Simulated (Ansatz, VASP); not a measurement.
# Li3MgCl3: VASP beside Ansatz

```
Li Mg Cl
1.0
     5.00492    0.00000    0.00000
     0.00000    5.00492    0.00000
     0.00000    0.00000    5.83067
Li Mg Cl
3 1 3
Direct
  0.50000 0.50000 0.55020
  0.50000 0.00000 0.16563
  0.00000 0.50000 0.16563
  0.00000 0.00000 0.82202
  0.50000 0.50000 0.12699
  0.00000 0.50000 0.58477
  0.50000 0.00000 0.58477
```

Alike in both runs: functional PBE; k mesh 6 × 6 × 6; occupations gaussian, width 0.02 eV; no spin polarisation.

Ansatz relaxed the structure, and its values are those at the end. VASP's run is a single point on that final structure, the one shown.

|  | VASP | Ansatz |
| --- | --- | --- |
| version | VASP 6.6.1 | Ansatz 0.2.0 |
| potentials or method | VASP PAW PBE potentials, release 64 (Li_sv, Mg, Cl), cutoff 520 eV | scalar-relativistic, plane waves, PAW |
| valence electrons in the cell | 32 | 40 |

Ansatz gave:

```
gap on the k mesh at the Fermi level (eV) : 1.35
least direct gap on the mesh (eV)         : 1.73
```

Question: Which values does VASP return?

Answer: gap on the k mesh at the Fermi level (eV): 1.34; least direct gap on the mesh (eV): 1.74.

VASP's potentials hold 32 valence electrons a cell and Ansatz's 40, so a difference there can come from the potentials and not from the codes.

Noted on VASP's run: the cutoff is short for stress, so the pressure is rough.
